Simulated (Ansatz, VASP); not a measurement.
One calculation of Y, two programs

Contents of POSCAR:

```
Y
1.0
    3.6808463851      0.0000000000      0.0000000000
   -1.8404231926      3.1877064770      0.0000000000
    0.0000000000      0.0000000000      5.7206466204
Y
2
Direct
    0.3333333333      0.6666666667      0.2500000000
    0.6666666667      0.3333333333      0.7500000000
```

INCAR.step1

```
SYSTEM = Y
PREC = Accurate ; ENCUT = 520
ISMEAR = -1 ; SIGMA = 0.1
LREAL = .FALSE. ; LASPH = .TRUE.
NELM = 60 ; NBANDS = 18
GGA = PE ; ALGO = Normal
EDIFF = 1E-4 ; LWAVE = .TRUE.
LCHARG = .FALSE.
```

Contents of INCAR.step2:

```
SYSTEM = Y
PREC = Accurate ; ENCUT = 520
EDIFF = 1E-6 ; ISMEAR = -1
SIGMA = 0.1 ; LREAL = .FALSE.
LASPH = .TRUE. ; NELM = 60
ALGO = Normal ; ISIF = 2
LWAVE = .FALSE. ; LCHARG = .FALSE.
METAGGA = R2SCAN ; LMIXTAU = .TRUE.
NBANDS = 18 ; ISTART = 1
```

KPOINTS

```
regular mesh
0
G
  10 10 6
  0 0 0
```

Input for Ansatz:

```yaml
crystal:
  lattice:
    - [3.6808463851, 0.0, 0.0]
    - [-1.8404231926, 3.187706477, 0.0]
    - [0.0, 0.0, 5.7206466204]
  atoms:
    - { symbol: "Y", position: [0.3333333333, 0.6666666667, 0.25] }
    - { symbol: "Y", position: [0.6666666667, 0.3333333333, 0.75] }
hamiltonian:
  xc: r2scan
  pseudopotentials:
    kind: paw
    azcp:
      "Y": "pseudopotentials/Y.paw.azcp"
basis:
  ecutwfc: 500
  fft_grid_basis: typed
kpoints:
  mp_grid: { grid: [10, 10, 6], shift: [0, 0, 0] }
magnetization:
  spin_polarized: false
scf:
  occupations: { method: fermi_dirac, width: 0.1 }
  lower_state_search: "off"
output:
  stress: true
```

Alike in both runs: task single point; functional r2SCAN; k mesh 10 × 10 × 6; occupations fermi-dirac, width 0.1 eV; no spin polarisation.

```csv
,VASP,Ansatz
version,VASP 6.6.1,Ansatz 0.2.0
potentials or method,"VASP PAW PBE potentials, release 64 (Y_sv), cutoff 520 eV","plane waves (500 eV) with PAW, scalar-relativistic"
valence electrons in the cell,22,22
```

```tsv
	VASP	Ansatz	Ansatz less VASP
pressure (GPa)	0.0	0.0	0.00
```

VASP's potentials were made for PBE, not for r2SCAN.
